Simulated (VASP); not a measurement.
Input of a VASP 6.6.1 run:

File INCAR:

```
SYSTEM = Te
  PREC = Accurate
  ENCUT = 520
  EDIFF = 1E-6
  ISMEAR = -1
  SIGMA = 0.08
  LREAL = .False.
  LASPH = .True.
  NELM = 100
  ALGO = Normal
  ISIF = 2
  LWAVE = .False.
  LCHARG = .False.
  GGA = PE
  NBANDS = 13
```

Contents of KPOINTS:

```
regular mesh
0
Gamma
  15 15 15
  0 0 0
```

Contents of POSCAR:

```
Te
1.0
   -3.1257184844      3.1257184844      1.5645118081
    3.1257184844     -3.1257184844      1.5645118081
    3.1257184844      3.1257184844     -1.5645118081
Te
2
Direct
   -0.3750000000     -0.1250000000     -0.2500000000
    0.3750000000      0.1250000000      0.2500000000
```

Potentials or basis: VASP PAW PBE potentials, release 64 (Te).

Run with:

```console
$ cat potpaw_PBE.64/Te/POTCAR > POTCAR
$ mpirun -np 1 vasp_std > vasp.out
```

**Question.** Estimate the pressure.

**Answer.** 2.7 GPa.

**Question.** What does it give for the band gap on the k mesh?

**Answer.** Zero (bands 6 and 7 overlap by 3.75 eV).

Caveat: spin-orbit coupling is left out, which moves the levels of the heavy elements.
